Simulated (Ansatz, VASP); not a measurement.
PbS in VASP and in Ansatz

```
Pb S
1.0
     0.00000    2.98723    2.98723
     2.98723    0.00000    2.98723
     2.98723    2.98723    0.00000
Pb S
1 1
Direct
  0.00000 0.00000 0.00000
  0.50000 0.50000 0.50000
```

Alike in both runs: task single point; functional PBE; k mesh 6 × 6 × 6; no spin polarisation.

```csv
,VASP,Ansatz
version,VASP 6.6.1,Ansatz 0.2.0
potentials or method,"VASP PAW PBE potentials, release 64 (Pb_d, S)",plane waves
plane-wave cutoff (eV),520,420
occupations,"gaussian, width 0.01 eV",fixed
valence electrons in the cell,20,20
```

```csv
,VASP,Ansatz,Ansatz less VASP
gap on the k mesh at the Fermi level (eV),0.44,0.44,-0.007
pressure (GPa),0.8,0.9,+0.07
```

Neither program's run includes spin-orbit coupling.
